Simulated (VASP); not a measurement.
# TlAs2 (Fm-3m) in VASP: notebook

The runs below take TlAs2 through single point, relaxation of cell and atoms, with PBE.

All numbers are computed with VASP 6.6.1; they aren't measurements. Logs are shortened: lines on timing, memory, paths and dates and some standing lists are left out, and cuts for length are marked.

### 1 The cell of the first run

It takes space group Fm-3m (No. 225, cubic). The conventional cell has a = 6.835 Å, b = 6.835 Å, c = 6.835 Å, α = 90.00°, β = 90.00°, γ = 90.00°. Tl (site symmetry m-3m) has 8 As at 2.96 Å within 3.9 Å. As (site symmetry -43m) has 4 Tl at 2.96 Å and 6 As at 3.42 Å within 3.9 Å.

### 2 Single point, PBE

File INCAR:

```
ALGO     = Normal         # electronic algorithm
EDIFF    = 1E-6           # SCF threshold, eV
ENCUT    = 520            # plane-wave cutoff, eV
GGA      = PE             # functional
ISIF     = 2              # what is computed and relaxed
ISMEAR   = 0              # smearing method
LASPH    = True           # aspherical terms in the spheres
LCHARG   = False          # write CHGCAR
LREAL    = False          # projectors in reciprocal space
LWAVE    = False          # write WAVECAR
NBANDS   = 18             # bands
NELM     = 60             # most SCF steps
PREC     = Accurate       # precision mode
SIGMA    = 0.1            # smearing width, eV
```

File KPOINTS:

```
k-points
0
Gamma
  4 4 4
```

File POSCAR:

```
TlAs2
1.0
    0.0000000000      3.4173945222      3.4173945222
    3.4173945222      0.0000000000      3.4173945222
    3.4173945222      3.4173945222      0.0000000000
Tl As
1 2
Direct
    0.0000000000      0.0000000000      0.0000000000
    0.2500000000      0.2500000000      0.2500000000
    0.7500000000      0.7500000000      0.7500000000
```

Potentials or basis: VASP PAW PBE potentials, release 64 (Tl_d, As).

On the command line:

```console
> cat potpaw_PBE.64/Tl_d/POTCAR potpaw_PBE.64/As/POTCAR > POTCAR
> mpirun -np 1 vasp_std > vasp.out
```

OUTCAR:

```text
EDIFF = 1E-6
   ENCUT = 520
   GGA = PE
   ISIF = 2
   ISMEAR = 0
   LASPH = True
   LREAL = False
   NELM = 60
   PREC = Accurate

 ion  position               nearest neighbor table
   1  0.000  0.000  0.000-   3 2.96   3 2.96   3 2.96   2 2.96   2 2.96   2 2.96   3 2.96   2 2.96

   2  0.250  0.250  0.250-   1 2.96   1 2.96   1 2.96   1 2.96
   3  0.750  0.750  0.750-   1 2.96   1 2.96   1 2.96   1 2.96

  LATTYP: Found a face centered cubic cell.
 ALAT       =     6.8347890444

  Lattice vectors:

 A1 = (   0.0000000000,   3.4173945222,   3.4173945222)
 A2 = (   3.4173945222,   0.0000000000,   3.4173945222)
 A3 = (   3.4173945222,   3.4173945222,   0.0000000000)

Analysis of symmetry for initial positions (statically):
=====================================================================
 Subroutine PRICEL returns:
 Original cell was already a primitive cell.

 Routine SETGRP: Setting up the symmetry group for a
 face centered cubic supercell.

 Subroutine GETGRP returns: Found 48 space group operations
 (whereof 48 operations were pure point group operations)
 out of a pool of 48 trial point group operations.

The static configuration has the point symmetry O_h .

Analysis of symmetry for dynamics (positions and initial velocities):
=====================================================================
 Subroutine PRICEL returns:
 Original cell was already a primitive cell.

 Routine SETGRP: Setting up the symmetry group for a
 face centered cubic supercell.

 Subroutine GETGRP returns: Found 48 space group operations
 (whereof 48 operations were pure point group operations)
 out of a pool of 48 trial point group operations.

The dynamic configuration has the point symmetry O_h .

 Subroutine INISYM returns: Found 48 space group operations
 (whereof 48 operations are pure point group operations),
 and found     1 'primitive' translations

----------------------------------------------------------------------------------------

                                     Primitive cell

  volume of cell :      79.8207

  direct lattice vectors                    reciprocal lattice vectors
     0.000000000  3.417394522  3.417394522    -0.146310295  0.146310295  0.146310295
[... 65 lines left out ...]
   ISPIN  =      1    spin polarized calculation?
   LNONCOLLINEAR =      F non collinear calculations
   LSORBIT =      F    spin-orbit coupling
   LASPH  =      T    aspherical Exc in radial PAW
   ENCUT  =  520.0 eV  38.22 Ry    6.18 a.u.   8.99  8.99  8.99*2*pi/ulx,y,z
   NELM   =     60;   NELMIN=  2; NELMDL= -5     # of ELM steps
   EDIFF  = 0.1E-05   stopping-criterion for ELM
   LREAL  =      F    real-space projection
   EDIFFG = 0.1E-04   stopping-criterion for IOM
   NSW    =      0    number of steps for IOM
   IBRION =     -1    ionic relax: 0-MD 1-quasi-New 2-CG
   NFREE  =      0    steps in history (QN), initial steepest desc. (CG)
   ISIF   =      2    stress and relaxation
   ISYM   =      2    0-nonsym 1-usesym 2-fastsym
   POTIM  = 0.5000    time-step for ionic-motion
   TEBEG  =    0.0;   TEEND  =   0.0 temperature during run
   PSTRESS=    0.0 pullay stress
   NELECT =      23.0000    total number of electrons
   NUPDOWN=      -1.0000    fix difference up-down
   EMIN   =  10.00;   EMAX   =-10.00  energy-range for DOS
   EFERMI =   0.00;   METHOD = LEGACY
   ISMEAR =     0;   SIGMA  =   0.10  broadening in eV -4-tet -1-fermi 0-gaus
   EFERMI_NEDOS =   21; number of points for ismear=-14 and -15
   IALGO  =     38    algorithm
   IMIX   =      4    mixing-type and parameters
     AMIX     =   0.40;   BMIX     =  1.00
     AMIX_MAG =   1.60;   BMIX_MAG =  1.00
  volume/ion in A,a.u.               =      26.61       179.55
  Fermi-wavevector in a.u.,A,eV,Ry     =   1.081299  2.043358 15.908024  1.169207
  Thomas-Fermi vector in A             =   2.217312
   LORBIT       =      0    0 simple, 1 ext, 2 COOP (PROOUT), +10 PAW based schemes
   GGA     = PE    functional components
   LHFCALC =     F    Hartree Fock is set to
   AEXX    =    0.0000 exact exchange contribution
   IVDW    =     0    specifies the selected vdW correction
   LEPSILON=     F    determine dielectric tensor
   LRPA    =     F    only Hartree local field effects (RPA)
 non-spin polarized calculation
 Gauss-broadening in eV      SIGMA  =   0.10
  energy-cutoff  :      520.00
  volume of cell :       79.82
 maximum number of plane-waves:      2180
   NGX = 17   NGY = 17   NGZ = 17

 number of electron      23.0000000 magnetization

 Free energy of the ion-electron system (eV)
  ---------------------------------------------------
  ext. energy  EPLUGINS =         0.00000000
  ---------------------------------------------------
  free energy    TOTEN  =        -9.79537573 eV

  energy without entropy =       -9.79074544  energy(sigma->0) =       -9.79306059

 E-fermi :   4.3490     XC(G=0):  -9.4909

 val. band max:        4.3417919727   @ k =   0.0000   0.0000   0.0000
 cond. band min:       4.4542306103   @ k =   0.2500   0.2500   0.0000
 fundamental gap:      0.1124386376
 Fermi energy:         4.3490337743

 k-point     1 :       0.0000    0.0000    0.0000
  band No.  band energies     occupation
      1      -8.1083      2.00000
      2      -6.9858      2.00000
      3      -6.9858      2.00000
      4      -6.9858      2.00000
      5      -6.7973      2.00000
      6      -6.7973      2.00000
[... 145 lines left out ...]
      5      -6.7902      2.00000
      6      -5.4598      2.00000
[... 10 lines left out ...]
     17      10.8079      0.00000
     18      13.3135      0.00000

------------------------ aborting loop because EDIFF is reached ----------------------------------------

  FORCE on cell =-STRESS in cart. coord.  units (eV):
  Direction    XX          YY          ZZ          XY          YZ          ZX
  --------------------------------------------------------------------------------------
  -------------------------------------------------------------------------------------
  Total        0.1590431      0.1590431      0.1590431      0.0000000     -0.0000000     -0.0000000
  in kB        3.1923475      3.1923475      3.1923475      0.0000000     -0.0000000     -0.0000000
  external PRESSURE =       3.1923475 kB  Pullay stress =       0.0000000 kB

 VOLUME and BASIS-vectors are now :
 -----------------------------------------------------------------------------
  energy-cutoff  :      520.00
  volume of cell :       79.82
      direct lattice vectors                 reciprocal lattice vectors
     0.000000000  3.417394522  3.417394522    -0.146310295  0.146310295  0.146310295
     3.417394522  0.000000000  3.417394522     0.146310295 -0.146310295  0.146310295
     3.417394522  3.417394522  0.000000000     0.146310295  0.146310295 -0.146310295

 POSITION                                       TOTAL-FORCE (eV/Angst)
 -----------------------------------------------------------------------------------
      0.00000      0.00000      0.00000        -0.000000     -0.000000     -0.000000
      1.70870      1.70870      1.70870         0.000000      0.000000     -0.000000
      5.12609      5.12609      5.12609         0.000000      0.000000      0.000000
 -----------------------------------------------------------------------------------
    total drift:                               -0.000000      0.000000      0.000000

  FREE ENERGIE OF THE ION-ELECTRON SYSTEM (eV)
  ---------------------------------------------------
  free  energy   TOTEN  =        -9.7953757325 eV

  energy  without entropy=       -9.7907454431  energy(sigma->0) =       -9.79306059
```

OSZICAR:

```text
N       E                     dE             d eps       ncg     rms          rms(c)
DAV:   1     0.948050963246E+02    0.94805E+02   -0.10395E+04   296   0.106E+03
DAV:   2    -0.650014821732E+01   -0.10131E+03   -0.98783E+02   352   0.218E+02
DAV:   3    -0.982397494608E+01   -0.33238E+01   -0.33012E+01   328   0.340E+01
DAV:   4    -0.984951857239E+01   -0.25544E-01   -0.25056E-01   320   0.321E+00
DAV:   5    -0.984978127633E+01   -0.26270E-03   -0.26267E-03   340   0.350E-01    0.664E+00
DAV:   6    -0.979631191735E+01    0.53469E-01   -0.12917E-01   298   0.378E+00    0.457E+00
DAV:   7    -0.979592666617E+01    0.38525E-03   -0.49731E-02   310   0.213E+00    0.859E-01
DAV:   8    -0.979494551071E+01    0.98116E-03   -0.10110E-02   312   0.964E-01    0.722E-02
DAV:   9    -0.979521718051E+01   -0.27167E-03   -0.78584E-04   308   0.174E-01    0.426E-02
DAV:  10    -0.979536476064E+01   -0.14758E-03   -0.18078E-04   298   0.864E-02    0.298E-02
DAV:  11    -0.979537424903E+01   -0.94884E-05   -0.37913E-05   318   0.570E-02    0.100E-02
DAV:  12    -0.979537575869E+01   -0.15097E-05   -0.86302E-06   298   0.222E-02    0.178E-03
DAV:  13    -0.979537573247E+01    0.26226E-07   -0.69833E-07   224   0.576E-03
   1 F= -.97953757E+01 E0= -.97930606E+01  d E =-.463029E-02
```

stdout:

```text
POSCAR found type information on POSCAR TlAs
 POSCAR found :  2 types and       3 ions
 scaLAPACK will be used
 LDA part: xc-table for (Slater+PW92), standard interpolation
 POSCAR, INCAR and KPOINTS ok, starting setup
 FFT: planning ... GRIDC
 FFT: planning ... GRID_SOFT
 FFT: planning ... GRID
 WAVECAR not read
 entering main loop
```

It took 10 s on 1 thread of AMD EPYC 9R45 (Zen 5), shared host; peak memory 0.17 GiB.

What came out:

- Free energy: -9.7954 eV
- Pressure: 0.3 GPa
- Band gap on the k mesh: zero (an odd number of electrons rules out a gap without spin polarisation)

Caveat: the k points lie up to 0.40 Å⁻¹ apart, too coarse for converged energies and pressures of a metal; spin-orbit coupling is left out, which moves the levels of the heavy elements.

### 3 Single point, PBE

This run uses another cell than the first one, of 23.07 Å³/atom.

File INCAR:

```
SYSTEM = TlAs2
ALGO     = Normal         ! electronic algorithm
EDIFF    = 1E-7           ! SCF threshold, eV
ENCUT    = 520            ! plane-wave cutoff, eV
GGA      = PE             ! functional
ISIF     = 2              ! what is computed and relaxed
ISMEAR   = 0              ! smearing method
LASPH    = .TRUE.         ! aspherical terms in the spheres
LCHARG   = .FALSE.        ! write CHGCAR
LREAL    = .FALSE.        ! projectors in reciprocal space
LWAVE    = .FALSE.        ! write WAVECAR
NBANDS   = 18             ! bands
NELM     = 60             ! most SCF steps
PREC     = Accurate       ! precision mode
SIGMA    = 0.1            ! smearing width, eV
```

File KPOINTS:

```
k-points
0
G
  6 6 6
  0 0 0
```

File POSCAR:

```
TlAs2
1.0
    0.0000000000      3.2585406648      3.2585406648
    3.2585406648      0.0000000000      3.2585406648
    3.2585406648      3.2585406648      0.0000000000
Tl As
1 2
Direct
    0.0000000000      0.0000000000      0.0000000000
    0.2500000000      0.2500000000      0.2500000000
    0.7500000000      0.7500000000      0.7500000000
```

Potentials or basis: VASP PAW PBE potentials, release 64 (Tl_d, As).

On the command line:

```console
> cat potpaw_PBE.64/Tl_d/POTCAR potpaw_PBE.64/As/POTCAR > POTCAR
> mpirun -np 1 vasp_std > vasp.out
```

OUTCAR:

```text
SYSTEM = TlAs2
   EDIFF = 1E-7
   ENCUT = 520
   GGA = PE
   ISIF = 2
   ISMEAR = 0
   LASPH = .TRUE.
   LREAL = .FALSE.
   NELM = 60
   PREC = Accurate

 ion  position               nearest neighbor table
   1  0.000  0.000  0.000-   3 2.82   3 2.82   3 2.82   2 2.82   3 2.82   2 2.82   2 2.82   2 2.82

   2  0.250  0.250  0.250-   1 2.82   1 2.82   1 2.82   1 2.82
   3  0.750  0.750  0.750-   1 2.82   1 2.82   1 2.82   1 2.82

  LATTYP: Found a face centered cubic cell.
 ALAT       =     6.5170813296

  Lattice vectors:

 A1 = (   0.0000000000,   3.2585406648,   3.2585406648)
 A2 = (   3.2585406648,   0.0000000000,   3.2585406648)
 A3 = (   3.2585406648,   3.2585406648,   0.0000000000)

Analysis of symmetry for initial positions (statically):
=====================================================================
 Subroutine PRICEL returns:
 Original cell was already a primitive cell.

 Routine SETGRP: Setting up the symmetry group for a
[... 157 lines left out ...]
  ---------------------------------------------------
  free energy    TOTEN  =        -9.45464648 eV

  energy without entropy =       -9.44321556  energy(sigma->0) =       -9.44893102

 E-fermi :   6.0969     XC(G=0): -10.1438

 val. band max:        6.0357818157   @ k =   0.5000   0.1667   0.0000
 cond. band min:       6.1097243281   @ k =   0.5000   0.3333   0.0000
 fundamental gap:      0.0739425125
 Fermi energy:         6.0968965139

 k-point     1 :       0.0000    0.0000    0.0000
  band No.  band energies     occupation
      1      -7.6507      2.00000
      2      -5.9418      2.00000
      3      -5.9418      2.00000
      4      -5.9418      2.00000
      5      -5.6439      2.00000
      6      -5.6439      2.00000
[... 313 lines left out ...]
      5      -5.6253      2.00000
      6      -4.7461      2.00000
[... 10 lines left out ...]
     17      13.3634      0.00000
     18      15.4226      0.00000

------------------------ aborting loop because EDIFF is reached ----------------------------------------

  FORCE on cell =-STRESS in cart. coord.  units (eV):
  Direction    XX          YY          ZZ          XY          YZ          ZX
  --------------------------------------------------------------------------------------
  -------------------------------------------------------------------------------------
  Total        4.7456247      4.7456247      4.7456247      0.0000000      0.0000000     -0.0000000
  in kB      109.8764301    109.8764301    109.8764301      0.0000000      0.0000000     -0.0000000
  external PRESSURE =     109.8764301 kB  Pullay stress =       0.0000000 kB

 VOLUME and BASIS-vectors are now :
 -----------------------------------------------------------------------------
  energy-cutoff  :      520.00
  volume of cell :       69.20
      direct lattice vectors                 reciprocal lattice vectors
     0.000000000  3.258540665  3.258540665    -0.153442922  0.153442922  0.153442922
     3.258540665  0.000000000  3.258540665     0.153442922 -0.153442922  0.153442922
     3.258540665  3.258540665  0.000000000     0.153442922  0.153442922 -0.153442922

 POSITION                                       TOTAL-FORCE (eV/Angst)
 -----------------------------------------------------------------------------------
      0.00000      0.00000      0.00000        -0.000000     -0.000000     -0.000000
      1.62927      1.62927      1.62927         0.000000      0.000000      0.000000
      4.88781      4.88781      4.88781        -0.000000     -0.000000     -0.000000
 -----------------------------------------------------------------------------------
    total drift:                               -0.000000      0.000000      0.000000

  FREE ENERGIE OF THE ION-ELECTRON SYSTEM (eV)
  ---------------------------------------------------
  free  energy   TOTEN  =        -9.4546464767 eV

  energy  without entropy=       -9.4432155598  energy(sigma->0) =       -9.44893102
```

OSZICAR:

```text
N       E                     dE             d eps       ncg     rms          rms(c)
DAV:   1     0.102292890207E+03    0.10229E+03   -0.10619E+04   584   0.109E+03
DAV:   2    -0.609440901203E+01   -0.10839E+03   -0.10659E+03   700   0.230E+02
DAV:   3    -0.953180408677E+01   -0.34374E+01   -0.34137E+01   672   0.360E+01
DAV:   4    -0.955785845193E+01   -0.26054E-01   -0.26046E-01   672   0.334E+00
DAV:   5    -0.955808786824E+01   -0.22942E-03   -0.22941E-03   676   0.328E-01    0.100E+01
DAV:   6    -0.946381170147E+01    0.94276E-01   -0.18839E-01   622   0.486E+00    0.684E+00
DAV:   7    -0.945691619193E+01    0.68955E-02   -0.77057E-02   644   0.269E+00    0.936E-01
DAV:   8    -0.945429258710E+01    0.26236E-02   -0.18705E-02   598   0.139E+00    0.838E-02
DAV:   9    -0.945450324016E+01   -0.21065E-03   -0.12020E-03   642   0.233E-01    0.468E-02
DAV:  10    -0.945462197147E+01   -0.11873E-03   -0.16271E-04   626   0.113E-01    0.240E-02
DAV:  11    -0.945464692764E+01   -0.24956E-04   -0.82971E-05   608   0.846E-02    0.843E-03
DAV:  12    -0.945464618406E+01    0.74358E-06   -0.73107E-06   656   0.266E-02    0.459E-03
DAV:  13    -0.945464620056E+01   -0.16495E-07   -0.29000E-06   626   0.122E-02    0.578E-03
DAV:  14    -0.945464633931E+01   -0.13875E-06   -0.16476E-07   454   0.421E-03    0.170E-03
DAV:  15    -0.945464645541E+01   -0.11611E-06   -0.47444E-08   370   0.172E-03    0.271E-04
DAV:  16    -0.945464647669E+01   -0.21276E-07   -0.46925E-09   306   0.469E-04
   1 F= -.94546465E+01 E0= -.94489310E+01  d E =-.114309E-01
```

It took 20 s on 1 thread of AMD EPYC 9R45 (Zen 5), shared host; peak memory 0.18 GiB.

What came out:

```
Free energy            : -9.4546 eV
Pressure               : 11.0 GPa
Band gap on the k mesh : zero (an odd number of electrons rules out a gap without spin polarisation)
```

Caveat: the cell stands under pressure; spin-orbit coupling is left out, which moves the levels of the heavy elements.

### 4 Relaxation of cell and atoms, PBE

This run uses another cell than the first one, of 23.07 Å³/atom.

File INCAR:

```
SYSTEM = TlAs2
PREC = Accurate
ENCUT = 600
EDIFF = 1E-6
ISMEAR = 0
SIGMA = 0.1
LREAL = .False.
LASPH = .True.
NELM = 60
ALGO = Normal
ISIF = 3
LWAVE = .False.
LCHARG = .False.
GGA = PE
IBRION = 2
NSW = 90
EDIFFG = -0.04
```

File KPOINTS:

```
regular mesh
0
Gamma
  4 4 4
  0 0 0
```

POSCAR is that of step 3.

On the command line:

```console
> cat potpaw_PBE.64/Tl_d/POTCAR potpaw_PBE.64/As/POTCAR > POTCAR
> mpirun -np 1 vasp_std > vasp.out
```

It took 30 s on 1 thread of AMD EPYC 9R45 (Zen 5), shared host; peak memory 0.21 GiB.

Results (log left out):

```
Free energy                           : -9.7943 eV
Relaxed volume                        : 26.75 Å³/atom
Relaxed cell                          : a = 4.842 Å, b = 4.842 Å, c = 4.842 Å, α = 60.00°, β = 60.00°, γ = 60.00°
Space group after relaxing (to 0.1 Å) : Fm-3m (No. 225)
Energy gained by relaxing             : 113.2 meV/atom
Ionic steps                           : 3
Pressure after relaxing               : 0.0 GPa
Band gap on the k mesh                : zero (an odd number of electrons rules out a gap without spin polarisation)
```

Step by step:
| step | energy change (eV) | largest force (eV/Å) | pressure (GPa) | volume (Å³) |
| --- | --- | --- | --- | --- |
| 1 | 0.0000 | 0.0000 | 11.32 | 69.20 |
| 2 | -0.2641 | 0.0000 | -3.42 | 86.84 |
| 3 | -0.3396 | 0.0000 | 0.03 | 80.25 |

Final structure:
```yaml
crystal:
  lattice:
    - [0.00000, 3.42350, 3.42350]
    - [3.42350, 0.00000, 3.42350]
    - [3.42350, 3.42350, 0.00000]
  atoms:
    - { symbol: Tl, position: [0.00000, 0.00000, 0.00000] }
    - { symbol: As, position: [0.25000, 0.25000, 0.25000] }
    - { symbol: As, position: [0.75000, 0.75000, 0.75000] }
```

Levels at points of the mesh, in eV from the Fermi level:
```tsv
k point	band 8	band 9	band 10	band 11	band 12	band 13	band 14	band 15
(0.00, 0.00, 0.00)	-2.34	-1.41	-1.41	-1.41	0.00	0.00	0.00	2.98
(0.50, 0.00, 0.00)	-5.21	-2.05	-2.05	-1.73	-0.68	-0.68	2.56	5.65
(0.50, 0.50, 0.00)	-7.19	-3.70	-3.70	-0.29	1.93	1.93	2.29	4.72
```

Caveat: the k points lie up to 0.40 Å⁻¹ apart in the final cell, too coarse for converged energies and pressures of a metal; the volume moved by over 15 % at a fixed basis, so the end points are rough; spin-orbit coupling is left out, which moves the levels of the heavy elements.

(Part 1 of 2 ends here.)

The gap in the log of VASP goes by the Fermi energy; the results here count the filled bands.